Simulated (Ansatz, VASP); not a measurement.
Si4Se in VASP and in Ansatz

The input INCAR:

```
SYSTEM = Si4Se
ALGO     = Normal         ! electronic algorithm
EDIFF    = 1E-6           ! SCF threshold, eV
EDIFFG   = -0.04          ! ionic threshold
ENCUT    = 600            ! plane-wave cutoff, eV
GGA      = PE             ! functional
IBRION   = 2              ! ionic algorithm
ISIF     = 3              ! what is computed and relaxed
ISMEAR   = 0              ! smearing method
LASPH    = .True.         ! aspherical terms in the spheres
LCHARG   = .False.        ! write CHGCAR
LREAL    = .False.        ! projectors in reciprocal space
LWAVE    = .False.        ! write WAVECAR
NELM     = 100            ! most SCF steps
NSW      = 90             ! ionic steps
PREC     = Accurate       ! precision mode
SIGMA    = 0.1            ! smearing width, eV
```

Contents of KPOINTS:

```
k-points
0
Gamma
  6 6 4
  0 0 0
```

Contents of POSCAR:

```
Si4Se
1.0
    3.9669441800      0.0000000000      0.0000000000
   -1.9834720900      3.4354744300      0.0000000000
    0.0000000000      0.0000000000      6.8891434600
Si Se
4 1
Direct
    0.8393208000      0.1606792000      0.0000000000
    0.8393208000      0.6786416100      0.0000000000
    0.3213583900      0.1606792000      0.0000000000
    0.3333333300      0.6666666700      0.0000000000
    0.0000000000      0.0000000000      0.5000000000
```

Input for Ansatz:

```yaml
crystal:
  lattice:
    - [3.96694418, 0.0, 0.0]
    - [-1.98347209, 3.43547443, 0.0]
    - [0.0, 0.0, 6.88914346]
  atoms:
    - { symbol: Si, position: [0.8393208, 0.1606792, 0.0] }
    - { symbol: Si, position: [0.8393208, 0.67864161, 0.0] }
    - { symbol: Si, position: [0.32135839, 0.1606792, 0.0] }
    - { symbol: Si, position: [0.33333333, 0.66666667, 0.0] }
    - { symbol: Se, position: [0.0, 0.0, 0.5] }
basis:
  ecutwfc: 420
kpoints:
  mp_grid: { grid: [6, 6, 4] }
hamiltonian:
  xc: pbe
scf:
  occupations: { method: gaussian, width: 0.1 }
  lower_state_search: "off"
output:
  forces: true
  stress: true
  eigenvalues: true
relax:
  adjacent_minimum: "off"
  f_tol: 0.04
  max_steps: 70
  cell: { stress_tol: 0.4 }
```

Alike in both runs: task relaxation of cell and atoms; functional PBE; k mesh 6 × 6 × 4; occupations gaussian, width 0.1 eV; no spin polarisation.

|  | VASP | Ansatz |
| --- | --- | --- |
| version | VASP 6.6.1 | Ansatz 0.2.0 |
| potentials or method | VASP PAW PBE potentials, release 64 (Si, Se), cutoff 600 eV | scalar-relativistic, plane waves, PAW |
| valence electrons in the cell | 22 | 32 |

Ansatz gave:

```
gap on the k mesh at the Fermi level, each at its own relaxed structure (eV) : none
relaxed volume (Å³/atom)                                                     : 21.04
relaxed cell length with the largest relative difference (Å)                 : 5.131
```

Question: Estimate VASP's values.

Answer: gap on the k mesh at the Fermi level, each at its own relaxed structure (eV): none; relaxed volume (Å³/atom): 21.06; relaxed cell length with the largest relative difference (Å): 5.133.

A gap of «none» marks a metal or a gap that the smearing closes. VASP's potentials hold 22 valence electrons a cell and Ansatz's 32, so a difference there can come from the potentials and not from the codes.
